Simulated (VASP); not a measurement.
# MgO in VASP: notebook

The runs below take MgO through single point, with PBE, r2SCAN.

Program: VASP 6.6.1. These are calculated values, not measurements. Logs are shortened: lines on timing, memory, paths and dates and some standing lists are left out, and cuts for length are marked.

### Step 1. The cell of the first run

It takes space group Fm-3m (No. 225, cubic). The conventional cell has a = 4.448 Å, b = 4.448 Å, c = 4.448 Å, α = 90.00°, β = 90.00°, γ = 90.00°. Mg (site symmetry m-3m) has 6 O at 2.22 Å within 2.9 Å. O (site symmetry m-3m) has 6 Mg at 2.22 Å within 2.9 Å.

### Step 2. Single point, PBE (strain +5.8%)

INCAR reads:

```
PREC = Accurate
ENCUT = 520
EDIFF = 1E-6
ISMEAR = -1
SIGMA = 0.02
LREAL = False
LASPH = True
NELM = 80
ALGO = Normal
ISIF = 2
LWAVE = False
LCHARG = False
GGA = PE
NBANDS = 11
```

KPOINTS reads:

```
regular mesh
0
Gamma
  10 10 10
```

POSCAR reads:

```
MgO
1.0
    0.0000000000      2.2240931270      2.2240931270
    2.2240931270      0.0000000000      2.2240931270
    2.2240931270      2.2240931270      0.0000000000
Mg O
1 1
Direct
    0.0000000000      0.0000000000      0.0000000000
    0.5000000000      0.5000000000      0.5000000000
```

Potentials or basis: VASP PAW PBE potentials, release 64 (Mg, O).

Command:

```
cat potpaw_PBE.64/Mg/POTCAR potpaw_PBE.64/O/POTCAR > POTCAR
mpirun -np 1 vasp_std > vasp.out
```

OUTCAR:

```text
PREC = Accurate
   ENCUT = 520
   EDIFF = 1E-6
   ISMEAR = -1
   LREAL = False
   LASPH = True
   NELM = 80
   ISIF = 2
   GGA = PE

 ion  position               nearest neighbor table
   1  0.000  0.000  0.000-   2 2.22   2 2.22   2 2.22   2 2.22   2 2.22   2 2.22
   2  0.500  0.500  0.500-   1 2.22   1 2.22   1 2.22   1 2.22   1 2.22   1 2.22

  LATTYP: Found a face centered cubic cell.
 ALAT       =     4.4481862540

  Lattice vectors:

 A1 = (   0.0000000000,   2.2240931270,   2.2240931270)
 A2 = (   2.2240931270,   0.0000000000,   2.2240931270)
 A3 = (   2.2240931270,   2.2240931270,   0.0000000000)

Analysis of symmetry for initial positions (statically):
=====================================================================
 Subroutine PRICEL returns:
 Original cell was already a primitive cell.

 Routine SETGRP: Setting up the symmetry group for a
 face centered cubic supercell.

 Subroutine GETGRP returns: Found 48 space group operations
 (whereof 48 operations were pure point group operations)
 out of a pool of 48 trial point group operations.

The static configuration has the point symmetry O_h .

Analysis of symmetry for dynamics (positions and initial velocities):
=====================================================================
 Subroutine PRICEL returns:
 Original cell was already a primitive cell.

 Routine SETGRP: Setting up the symmetry group for a
 face centered cubic supercell.

 Subroutine GETGRP returns: Found 48 space group operations
 (whereof 48 operations were pure point group operations)
 out of a pool of 48 trial point group operations.

The dynamic configuration has the point symmetry O_h .

 Subroutine INISYM returns: Found 48 space group operations
 (whereof 48 operations are pure point group operations),
 and found     1 'primitive' translations

----------------------------------------------------------------------------------------

                                     Primitive cell

  volume of cell :      22.0034

  direct lattice vectors                    reciprocal lattice vectors
     0.000000000  2.224093127  2.224093127    -0.224810730  0.224810730  0.224810730
     2.224093127  0.000000000  2.224093127     0.224810730 -0.224810730  0.224810730
     2.224093127  2.224093127  0.000000000     0.224810730  0.224810730 -0.224810730

  length of vectors
     3.145342664  3.145342664  3.145342664     0.389383607  0.389383607  0.389383607

  position of ions in fractional coordinates (direct lattice)
     0.000000000  0.000000000  0.000000000
     0.500000000  0.500000000  0.500000000

  ion indices of the primitive-cell ions
   primitive index   ion index
                 1           1
                 2           2

----------------------------------------------------------------------------------------

 KPOINTS: regular mesh

Automatic generation of k-mesh.
 Grid dimensions read from file:
 generate k-points for:   10   10   10

 Generating k-lattice:

  Cartesian coordinates                     Fractional coordinates (reciprocal lattice)
    -0.022481073  0.022481073  0.022481073     0.100000000  0.000000000  0.000000000
     0.022481073 -0.022481073  0.022481073     0.000000000  0.100000000  0.000000000
     0.022481073  0.022481073 -0.022481073     0.000000000  0.000000000  0.100000000

  Length of vectors
     0.038938361  0.038938361  0.038938361

  Shift w.r.t. Gamma in fractional coordinates (k-lattice)
     0.000000000  0.000000000  0.000000000

 Subroutine IBZKPT returns following result:
 ===========================================

 Found     47 irreducible k-points:

 Following reciprocal coordinates:
            Coordinates               Weight
  0.000000  0.000000  0.000000      1.000000
  0.100000  0.000000  0.000000      8.000000
  0.200000  0.000000  0.000000      8.000000
  0.300000  0.000000  0.000000      8.000000
  0.400000  0.000000  0.000000      8.000000
  0.500000  0.000000  0.000000      4.000000
[... 16 lines left out ...]
  0.300000  0.300000  0.000000      6.000000
  0.400000  0.300000  0.000000     24.000000
 [... further k-points ...]
   k-points           NKPTS =     47   k-points in BZ     NKDIM =     47   number of bands    NBANDS=     11
   number of dos      NEDOS =    301   number of ions     NIONS =      2
   total plane-waves  NPLWV =  13824
   dimension x,y,z NGX =    24 NGY =   24 NGZ =   24
   dimension x,y,z NGXF=    48 NGYF=   48 NGZF=   48
   ions per type =               1   1
   NGX,Y,Z   is equivalent  to a cutoff of  12.69, 12.69, 12.69 a.u.
   NGXF,Y,Z  is equivalent  to a cutoff of  25.37, 25.37, 25.37 a.u.
 SYSTEM =  unknown system
   PREC   = accura    normal or accurate (medium, high low for compatibility)
   ISTART =      0    job   : 0-new  1-cont  2-samecut
   ICHARG =      2    charge: 1-file 2-atom 10-const
   ISPIN  =      1    spin polarized calculation?
   LNONCOLLINEAR =      F non collinear calculations
   LSORBIT =      F    spin-orbit coupling
   LASPH  =      T    aspherical Exc in radial PAW
   ENCUT  =  520.0 eV  38.22 Ry    6.18 a.u.   5.85  5.85  5.85*2*pi/ulx,y,z
   NELM   =     80;   NELMIN=  2; NELMDL= -5     # of ELM steps
   EDIFF  = 0.1E-05   stopping-criterion for ELM
   LREAL  =      F    real-space projection
   EDIFFG = 0.1E-04   stopping-criterion for IOM
   NSW    =      0    number of steps for IOM
   IBRION =     -1    ionic relax: 0-MD 1-quasi-New 2-CG
   NFREE  =      0    steps in history (QN), initial steepest desc. (CG)
   ISIF   =      2    stress and relaxation
   ISYM   =      2    0-nonsym 1-usesym 2-fastsym
   POTIM  = 0.5000    time-step for ionic-motion
   TEBEG  =    0.0;   TEEND  =   0.0 temperature during run
   PSTRESS=    0.0 pullay stress
   NELECT =       8.0000    total number of electrons
   NUPDOWN=      -1.0000    fix difference up-down
   EMIN   =  10.00;   EMAX   =-10.00  energy-range for DOS
   EFERMI =   0.00;   METHOD = LEGACY
   ISMEAR =    -1;   SIGMA  =   0.02  broadening in eV -4-tet -1-fermi 0-gaus
   EFERMI_NEDOS =   21; number of points for ismear=-14 and -15
   IALGO  =     38    algorithm
   IMIX   =      4    mixing-type and parameters
     AMIX     =   0.40;   BMIX     =  1.00
     AMIX_MAG =   1.60;   BMIX_MAG =  1.00
  volume/ion in A,a.u.               =      11.00        74.24
  Fermi-wavevector in a.u.,A,eV,Ry     =   1.168446  2.208042 18.575562  1.365265
  Thomas-Fermi vector in A             =   2.304932
   LORBIT       =      0    0 simple, 1 ext, 2 COOP (PROOUT), +10 PAW based schemes
   GGA     = PE    functional components
[... 5 lines left out ...]
 non-spin polarized calculation
  energy-cutoff  :      520.00
  volume of cell :       22.00
 maximum number of plane-waves:       609
   NGX = 11   NGY = 11   NGZ = 11

 number of electron       7.9999999 magnetization

 Free energy of the ion-electron system (eV)
  ---------------------------------------------------
  ext. energy  EPLUGINS =         0.00000000
  ---------------------------------------------------
  free energy    TOTEN  =       -11.75588774 eV

  energy without entropy =      -11.75588774  energy(sigma->0) =      -11.75588774

 E-fermi :   2.5283     XC(G=0): -10.3299

 val. band max:        2.0627234217   @ k =   0.0000   0.0000   0.0000
 cond. band min:       5.3537352353   @ k =   0.0000   0.0000   0.0000
 fundamental gap:      3.2910118136
 Fermi energy:         2.5283195417

 k-point     1 :       0.0000    0.0000    0.0000
  band No.  band energies     occupation
      1     -14.4460      2.00000
      2       2.0627      2.00000
      3       2.0627      2.00000
      4       2.0627      2.00000
      5       5.3537      0.00000
      6      16.9276      0.00000
      7      16.9276      0.00000
      8      16.9276      0.00000
      9      20.4383      0.00000
     10      22.0307      0.00000
     11      22.0307      0.00000

 k-point     2 :       0.1000    0.0000    0.0000
  band No.  band energies     occupation
      1     -14.3675      2.00000
      2       1.4348      2.00000
      3       2.0122      2.00000
      4       2.0122      2.00000
      5       6.0020      0.00000
      6      15.7183      0.00000
      7      17.1052      0.00000
      8      17.1052      0.00000
      9      21.0311      0.00000
     10      21.0311      0.00000
     11      21.7351      0.00000

 k-point     3 :       0.2000    0.0000    0.0000
  band No.  band energies     occupation
      1     -14.1548      2.00000
      2       0.2696      2.00000
      3       1.8836      2.00000
      4       1.8836      2.00000
      5       7.1958      0.00000
      6      14.1665      0.00000
      7      17.3748      0.00000
      8      17.3748      0.00000
      9      20.3533      0.00000
     10      20.3533      0.00000
     11      21.7864      0.00000

 k-point     4 :       0.3000    0.0000    0.0000
  band No.  band energies     occupation
      1     -13.8735      2.00000
      2      -0.8310      2.00000
      3       1.7316      2.00000
      4       1.7316      2.00000
      5       8.2394      0.00000
      6      13.2100      0.00000
      7      17.2151      0.00000
      8      17.2151      0.00000
      9      20.8504      0.00000
     10      20.8504      0.00000
     11      21.1925      0.00000
[... 239 lines left out ...]
 k-point    22 :      -0.2000    0.2000    0.0000
  band No.  band energies     occupation
      1     -13.7883      2.00000
      2      -0.6653      2.00000
      3       0.9664      2.00000
      4       1.7379      2.00000
      5       9.0285      0.00000
      6      13.0723      0.00000
      7      15.3812      0.00000
      8      17.9549      0.00000
      9      19.3233      0.00000
     10      21.5486      0.00000
     11      24.1358      0.00000

 k-point    23 :       0.3000    0.3000    0.0000
  band No.  band energies     occupation
      1     -13.7219      2.00000
      2      -0.6827      2.00000
      3       1.2823      2.00000
      4       1.2823      2.00000
      5       9.3139      0.00000
      6      12.1194      0.00000
      7      14.7714      0.00000
      8      18.0712      0.00000
      9      18.0712      0.00000
     10      24.4044      0.00000
     11      26.2614      0.00000

 k-point    24 :       0.4000    0.3000    0.0000
  band No.  band energies     occupation
      1     -13.5460      2.00000
      2      -1.0116      2.00000
      3       0.9793      2.00000
      4       1.1604      2.00000
      5      10.0470      0.00000
      6      11.7658      0.00000
      7      14.0076      0.00000
      8      18.1744      0.00000
      9      18.3610      0.00000
     10      24.9849      0.00000
     11      25.9278      0.00000

 [... further k-points ...]
[... 5 lines left out ...]
  --------------------------------------------------------------------------------------
  -------------------------------------------------------------------------------------
  Total       -2.1819001     -2.1819001     -2.1819001      0.0000000      0.0000000      0.0000000
  in kB     -158.8753581   -158.8753581   -158.8753581      0.0000000      0.0000000      0.0000000
  external PRESSURE =    -158.8753581 kB  Pullay stress =       0.0000000 kB

 VOLUME and BASIS-vectors are now :
 -----------------------------------------------------------------------------
  energy-cutoff  :      520.00
  volume of cell :       22.00
      direct lattice vectors                 reciprocal lattice vectors
     0.000000000  2.224093127  2.224093127    -0.224810730  0.224810730  0.224810730
     2.224093127  0.000000000  2.224093127     0.224810730 -0.224810730  0.224810730
     2.224093127  2.224093127  0.000000000     0.224810730  0.224810730 -0.224810730

 POSITION                                       TOTAL-FORCE (eV/Angst)
 -----------------------------------------------------------------------------------
      0.00000      0.00000      0.00000         0.000000      0.000000     -0.000000
      2.22409      2.22409      2.22409        -0.000000     -0.000000      0.000000
 -----------------------------------------------------------------------------------
    total drift:                               -0.000000     -0.000000      0.000000

  FREE ENERGIE OF THE ION-ELECTRON SYSTEM (eV)
  ---------------------------------------------------
  free  energy   TOTEN  =       -11.7558877380 eV

  energy  without entropy=      -11.7558877380  energy(sigma->0) =      -11.75588774
```

Run time: 8.6 s. Hardware: 1 thread of Intel Xeon 6975P-C, shared host; peak memory 0.14 GiB.

What came out:

- Free energy: -11.7559 eV
- Pressure: -15.9 GPa
- Band gap on the k mesh: 3.29 eV, direct

Caveat: the cell differs from its parent crystal (strain +5.8%).

### Step 3. Single point, r2SCAN (strain +5.8%)

POSCAR is that of step 2.

INCAR.step1 reads:

```
SYSTEM = MgO
ALGO = Normal
EDIFF = 1E-4
ENCUT = 520
GGA = PE
ISMEAR = 0
LASPH = .True.
LCHARG = .False.
LREAL = .False.
LWAVE = .True.
NBANDS = 11
NELM = 60
PREC = Accurate
SIGMA = 0.01
```

INCAR.step2 reads:

```
SYSTEM = MgO
ALGO = Normal
EDIFF = 1E-6
ENCUT = 520
ISIF = 2
ISMEAR = 0
ISTART = 1
LASPH = .True.
LCHARG = .False.
LMIXTAU = .True.
LREAL = .False.
LWAVE = .False.
METAGGA = R2SCAN
NBANDS = 11
NELM = 60
PREC = Accurate
SIGMA = 0.01
```

KPOINTS reads:

```
k-points
0
Gamma
  10 10 10
  0 0 0
```

Potentials or basis: VASP PAW PBE potentials, release 64 (Mg, O).

Command:

```
cat potpaw_PBE.64/Mg/POTCAR potpaw_PBE.64/O/POTCAR > POTCAR
cp INCAR.step1 INCAR
mpirun -np 1 vasp_std > vasp.out
cp INCAR.step2 INCAR
mpirun -np 1 vasp_std > vasp.out
```

OUTCAR:

```text
SYSTEM = MgO
   EDIFF = 1E-6
   ENCUT = 520
   ISIF = 2
   ISMEAR = 0
   ISTART = 1
   LASPH = .True.
   LREAL = .False.
   METAGGA = R2SCAN
   NELM = 60
   PREC = Accurate

 ion  position               nearest neighbor table
   1  0.000  0.000  0.000-   2 2.22   2 2.22   2 2.22   2 2.22   2 2.22   2 2.22
   2  0.500  0.500  0.500-   1 2.22   1 2.22   1 2.22   1 2.22   1 2.22   1 2.22

  LATTYP: Found a face centered cubic cell.
 ALAT       =     4.4481862540

  Lattice vectors:

 A1 = (   0.0000000000,   2.2240931270,   2.2240931270)
 A2 = (   2.2240931270,   0.0000000000,   2.2240931270)
 A3 = (   2.2240931270,   2.2240931270,   0.0000000000)

Analysis of symmetry for initial positions (statically):
=====================================================================
 Subroutine PRICEL returns:
 Original cell was already a primitive cell.

 Routine SETGRP: Setting up the symmetry group for a
 face centered cubic supercell.

 Subroutine GETGRP returns: Found 48 space group operations
 (whereof 48 operations were pure point group operations)
 out of a pool of 48 trial point group operations.

The static configuration has the point symmetry O_h .

Analysis of symmetry for dynamics (positions and initial velocities):
[... 168 lines left out ...]
      1     -15.7682      2.00000
      2       1.6825      2.00000
      3       1.6825      2.00000
      4       1.6825      2.00000
      5       5.7894      0.00000
      6      17.5387      0.00000
      7      17.5387      0.00000
      8      17.5387      0.00000
      9      21.2388      0.00000
     10      22.8402      0.00000
     11      22.8402      0.00000
[... 309 lines left out ...]
 k-point    24 :       0.4000    0.3000    0.0000
  band No.  band energies     occupation
      1     -14.8938      2.00000
      2      -1.3820      2.00000
      3       0.5853      2.00000
      4       0.7620      2.00000
      5      10.6155      0.00000
      6      12.2892      0.00000
      7      14.7249      0.00000
      8      19.0106      0.00000
      9      19.2032      0.00000
     10      25.9219      0.00000
     11      26.9085      0.00000

 [... further k-points ...]
[... 5 lines left out ...]
  --------------------------------------------------------------------------------------
  -------------------------------------------------------------------------------------
  Total       -2.8748367     -2.8748367     -2.8748367      0.0000000      0.0000000      0.0000000
  in kB     -209.3316327   -209.3316327   -209.3316327      0.0000000      0.0000000      0.0000000
  external PRESSURE =    -209.3316327 kB  Pullay stress =       0.0000000 kB

 VOLUME and BASIS-vectors are now :
 -----------------------------------------------------------------------------
  energy-cutoff  :      520.00
  volume of cell :       22.00
      direct lattice vectors                 reciprocal lattice vectors
     0.000000000  2.224093127  2.224093127    -0.224810730  0.224810730  0.224810730
     2.224093127  0.000000000  2.224093127     0.224810730 -0.224810730  0.224810730
     2.224093127  2.224093127  0.000000000     0.224810730  0.224810730 -0.224810730

 POSITION                                       TOTAL-FORCE (eV/Angst)
 -----------------------------------------------------------------------------------
      0.00000      0.00000      0.00000         0.000000     -0.000000     -0.000000
      2.22409      2.22409      2.22409        -0.000000      0.000000      0.000000
 -----------------------------------------------------------------------------------
    total drift:                               -0.000000     -0.000000      0.000000

  FREE ENERGIE OF THE ION-ELECTRON SYSTEM (eV)
  ---------------------------------------------------
  free  energy   TOTEN  =       -15.8966379929 eV

  energy  without entropy=      -15.8966379929  energy(sigma->0) =      -15.89663799
```

OUTCAR.step1:

```text
SYSTEM = MgO
   EDIFF = 1E-4
   ENCUT = 520
   GGA = PE
   ISMEAR = 0
   LASPH = .True.
   LREAL = .False.
[... 556 lines left out ...]
      0.00000      0.00000      0.00000         0.000000      0.000000      0.000000
      2.22409      2.22409      2.22409        -0.000000     -0.000000     -0.000000
 -----------------------------------------------------------------------------------
    total drift:                               -0.000000     -0.000000      0.000000

  FREE ENERGIE OF THE ION-ELECTRON SYSTEM (eV)
  ---------------------------------------------------
  free  energy   TOTEN  =       -11.7558857133 eV

  energy  without entropy=      -11.7558857133  energy(sigma->0) =      -11.75588571
```

Wall time 32 s (1 thread of Intel Xeon 6975P-C, shared host); peak memory 0.15 GiB.

What came out:

- Free energy: -15.8966 eV
- Pressure: -20.9 GPa
- Band gap on the k mesh: 4.11 eV, direct

Caveat: the cell differs from its parent crystal (strain +5.8%); the PAW data sets were made with another functional, which shifts forces and pressure a little.

(Part 1 of 2 ends here.)
